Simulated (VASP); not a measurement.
## TiAl3: single point with PBEsol

TiAl3:

```
Ti Al
1.0
     2.78139    0.00000    0.00000
     0.00000    4.67107    0.00000
     0.00000    0.00000    4.89340
Ti Al
1 3
Direct
  0.00000 0.50000 0.16317
  0.50000 0.47859 0.66405
  0.50000 0.97859 0.33311
  0.00000 0.97859 0.83967
```

This cell differs from its parent crystal: all Al atoms moved -0.100 Å, as atom 2 along Cartesian [0 1 0].

```json
{
  "Program": "VASP 6.6.1",
  "Task": "single point",
  "Functional": "PBEsol",
  "Potentials or basis": "VASP PAW PBE potentials, release 64 (Ti_sv, Al)",
  "Cutoff": "520 eV",
  "k mesh": "18 × 10 × 10",
  "Occupations": "gaussian, width 0.15 eV",
  "Spin": "no spin polarisation",
  "Dipole correction": "no",
  "Further INCAR settings": "ALGO = Fast; EDIFF = 1e-06; NBANDS = 18"
}
```

```
Pressure               : 0.3 GPa
Largest force          : 0.671 eV/Å
Band gap on the k mesh : zero (an odd number of electrons rules out a gap without spin polarisation)
```

Forces in eV/Å, atoms in the order of the input:
```
Ti   0.000 -0.671  0.006
Al   0.000 -0.060 -0.002
Al   0.000  0.493  0.032
Al   0.000  0.238 -0.036
```

Stress tensor (GPa, compression positive):
```
 0.22  0.00  0.00
 0.00  0.48 -0.33
 0.00 -0.33  0.27
```

Levels at points of the mesh, in eV from the Fermi level:
| k point | band 7 | band 8 | band 9 | band 10 | band 11 | band 12 | band 13 | band 14 | band 15 | band 16 |
| --- | --- | --- | --- | --- | --- | --- | --- | --- | --- | --- |
| (0.00, 0.00, 0.00) | -3.92 | -3.58 | -2.70 | -0.86 | -0.43 | 2.52 | 2.59 | 2.64 | 2.78 | 3.13 |
| (0.50, 0.00, 0.00) | -2.17 | -1.95 | -1.75 | 0.45 | 0.60 | 0.85 | 1.43 | 1.63 | 2.33 | 2.72 |
| (0.00, 0.50, 0.00) | -3.60 | -3.24 | -2.04 | -1.55 | -0.18 | 2.44 | 2.53 | 2.69 | 3.11 | 4.61 |
| (0.50, 0.50, 0.00) | -3.65 | -3.18 | -1.71 | -0.49 | -0.26 | 0.75 | 1.26 | 1.38 | 3.45 | 3.96 |
| (0.00, 0.00, 0.50) | -3.49 | -2.33 | -2.18 | -1.12 | -0.34 | 2.28 | 2.43 | 2.60 | 3.22 | 4.04 |
| (0.50, 0.00, 0.50) | -3.82 | -3.38 | -1.33 | -0.15 | -0.13 | 0.61 | 1.29 | 1.98 | 3.36 | 3.78 |
| (0.00, 0.50, 0.50) | -7.12 | -4.85 | -0.22 | -0.07 | 0.71 | 2.44 | 2.48 | 3.61 | 4.90 | 5.16 |
| (0.50, 0.50, 0.50) | -3.39 | -3.22 | -2.75 | -2.69 | -0.64 | -0.17 | 1.09 | 2.14 | 2.40 | 2.57 |

It took 8.1 min on 1 thread of Intel(R) Xeon(R) 6975P-C (Granite Rapids), on a shared host, peak memory 0.62 GiB.

Caveat: the cell differs from its parent crystal (all Al atoms moved -0.100 Å, as atom 2 along Cartesian [0 1 0]); the PAW data sets were made with another functional, which shifts forces and pressure a little.
